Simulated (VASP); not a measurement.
Here is a VASP 6.6.1 calculation.

Contents of INCAR:

```
SYSTEM = TaN
ALGO = Normal ; EDIFF = 1E-6
ENCUT = 520 ; GGA = PE
ISIF = 2 ; ISMEAR = -1
LASPH = .True. ; LCHARG = .False.
LREAL = .False. ; LWAVE = .False.
NBANDS = 24 ; NELM = 80
PREC = Accurate ; SIGMA = 0.08
```

File KPOINTS:

```
k-points
0
Gamma
  11 11 6
  0 0 0
```

File POSCAR:

```
TaN
1.0
    2.6900470788      0.0000000000      0.0000000000
   -1.3450235394      2.3296491076      0.0000000000
    0.0000000000      0.0000000000      5.5659387646
Ta N
2 2
Direct
    0.0000000000      0.0000000000      0.0000000000
    0.0000000000      0.0000000000      0.5000000000
    0.3333333333      0.6666666667      0.2500000000
    0.6666666667      0.3333333333      0.7500000000
```

Potentials or basis: VASP PAW PBE potentials, release 64 (Ta_pv, N).

Command:

```bash
$ cat potpaw_PBE.64/Ta_pv/POTCAR potpaw_PBE.64/N/POTCAR > POTCAR
$ mpirun -np 1 vasp_std > vasp.out
```

Predict the pressure.

119.5 GPa.

Predict the band gap on the k mesh.

zero (band 16 reaches 11.15 eV, above the bottom of band 17 at 9.87 eV).

Stress tensor (GPa, compression positive):
```
119.34   0.00   0.00
  0.00 119.34   0.00
  0.00   0.00 119.72
```

Caveat: spin-orbit coupling is left out, which moves the levels of the heavy elements.
